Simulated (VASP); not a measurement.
C: single point with LDA

Crystal: C.

```
CELL_PARAMETERS angstrom
2.43149 0.00000 0.00000
-1.21575 2.10573 0.00000
0.00000 0.00000 8.59787
ATOMIC_POSITIONS crystal
C 0.00000 0.00000 0.09878
C 0.00000 0.00000 0.59878
C 0.00000 0.00000 0.40122
C 0.00000 0.00000 0.90122
C 0.33333 0.66667 0.15100
C 0.66667 0.33333 0.65100
C 0.33333 0.66667 0.34900
C 0.66667 0.33333 0.84900
```

This cell differs from its parent crystal: mode 21 frozen in at +0.048 Å, strain +e along z and -e/2 along x and y +0.0467.

```yaml
Program: VASP 6.6.1
Task: single point
Functional: LDA
Potentials_or_basis: VASP PAW LDA potentials, release 64 (C)
Cutoff: 520 eV
k_mesh: 12 × 12 × 4
Occupations: gaussian, width 0.05 eV
Spin: no spin polarisation
Dipole_correction: no
Further_INCAR_settings: ALGO = Normal; EDIFF = 1e-06; NBANDS = 26
```

```
Pressure               : 13.3 GPa
Largest force          : 2.458 eV/Å
Band gap on the k mesh : 1.16 eV, direct
```

Forces in eV/Å, atoms in the order of the input:
```
C    0.000  0.000 -2.458
C    0.000  0.000 -2.458
C    0.000  0.000  2.458
C    0.000  0.000  2.458
C    0.000  0.000  2.077
C    0.000  0.000  2.077
C    0.000  0.000 -2.077
C    0.000  0.000 -2.077
```

Stress tensor (GPa, compression positive):
```
 37.84   0.00   0.00
  0.00  37.84   0.00
  0.00   0.00 -35.92
```

Levels at points of the mesh, in eV from the valence-band top:
```tsv
k point	band 12	band 13	band 14	band 15	band 16	band 17	band 18	band 19	band 20	band 21
(0.00, 0.00, 0.00)	-2.97	-2.97	-1.95	-1.95	0.00	1.16	5.40	5.40	6.42	6.42
(0.50, 0.00, 0.00)	-6.61	-6.60	-5.59	-5.27	-4.34	2.97	3.73	4.28	4.89	5.57
(0.00, 0.00, 0.50)	-3.66	-2.31	-2.31	-2.31	-2.31	4.62	4.62	5.83	5.83	5.83
(0.50, 0.00, 0.50)	-7.36	-5.70	-5.70	-5.34	-5.34	4.28	4.28	4.67	4.67	5.37
```

Wall time 49 s on 1 thread of AMD EPYC 7R43 64-Core Processor (Zen 3), on a shared host, peak memory 0.12 GiB.

Caveat: the cell differs from its parent crystal (mode 21 frozen in at +0.048 Å, strain +e along z and -e/2 along x and y +0.0467); forces of over 1 eV/Å act on the atoms, so gaps and moduli don't describe the material at rest. A k mesh can miss the band edges.
